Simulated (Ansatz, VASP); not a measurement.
KSrCl3 in VASP and in Ansatz

```
CELL_PARAMETERS angstrom
5.63620 0.00000 0.00000
0.00000 5.63620 0.00000
0.00000 0.00000 5.63620
ATOMIC_POSITIONS crystal
K 0.00000 0.00000 0.00000
Sr 0.50000 0.50000 0.50000
Cl 0.50000 0.50000 0.00000
Cl 0.50000 0.00000 0.50000
Cl 0.00000 0.50000 0.50000
```

Alike in both runs: task single point; functional r2SCAN; k mesh 4 × 4 × 4; occupations methfessel-paxton of order 1, width 0.5 eV; no spin polarisation.

```csv
,VASP,Ansatz
version,VASP 6.6.1,Ansatz 0.2.0
potentials or method,"VASP PAW PBE potentials, release 64 (K_sv, Sr_sv, Cl)",plane waves
plane-wave cutoff (eV),520,500
valence electrons in the cell,40,40
```

Ansatz gave:

```
pressure (GPa) : 0.0
```

Question: What did VASP give for the same quantities?

Answer: Pressure (GPa): -0.1.

VASP's potentials were made for PBE, not for r2SCAN.
